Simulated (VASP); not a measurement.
Runs of VASP 6.6.1 on SiC. The structure is that of space group Fm-3m (No. 225), or close to it. The cells are those of the table. 

| cell | k mesh | gap on the mesh (eV) | pressure (GPa) |
| --- | --- | --- | --- |
| a = 2.571 Å, angles 60.0°, 2 atoms | 20 × 20 × 20 | (c) | (b) |
| a = 2.790 Å, angles 60.0°, 2 atoms | 20 × 20 × 20 | none | (a) |
| a = 2.907 Å, angles 60.0°, 2 atoms | 18 × 18 × 18 | none | -8.8 |
| a = 2.663 Å, angles 60.0°, 2 atoms | 20 × 20 × 20 | 0.66 | 89.5 |
| a = 2.523 Å, angles 60.0°, 2 atoms | 20 × 20 × 20 | 0.45 | 215.1 |

Alike in all rows: task single point; level PBE; potentials or basis VASP PAW PBE potentials, release 64 (C, Si); no spin polarisation; cutoff (eV) 520; smearing gaussian 0.05 eV.

**Question.** Fill in the values left out.

**Answer.** (a) 24.4; (b) 163.6; (c) 0.81.

A k mesh can miss the band edges.

A gap of «none» marks levels without a gap at the run's occupations.
